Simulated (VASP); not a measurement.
Pd, 1 atom in the cell. It takes space group Fm-3m (No. 225, cubic). Conventional cell: a = 3.916 Å, b = 3.916 Å, c = 3.916 Å, α = 90.00°, β = 90.00°, γ = 90.00°. Within 3.6 Å of Pd (site symmetry m-3m) lie 12 Pd at 2.77 Å.  This cell differs from its parent crystal: volume scaled by 1.02.

```yaml
Program: VASP 6.6.1
Task: single point
Functional: PBE
Potentials_or_basis: VASP PAW PBE potentials, release 64 (Pd)
Cutoff: 520 eV
k_mesh: 18 × 18 × 18
Occupations: fermi-dirac, width 0.05 eV
Spin: no spin polarisation
Dipole_correction: no
Further_INCAR_settings: ALGO = Normal; EDIFF = 1e-06; NBANDS = 11
```

Potentials or basis: VASP PAW PBE potentials, release 64 (Pd).

Launch:

```console
$ cat potpaw_PBE.64/Pd/POTCAR > POTCAR
$ mpirun -np 1 vasp_std > vasp.out
```

Hardware: 1 thread of Intel(R) Xeon(R) 6975P-C (Granite Rapids), on a shared host.

Estimate the wall time of this run.

It took 11 s on 1 thread of Intel(R) Xeon(R) 6975P-C (Granite Rapids) (shared host), peak memory 0.16 GiB. Counts: scf iterations 11, k points 195.
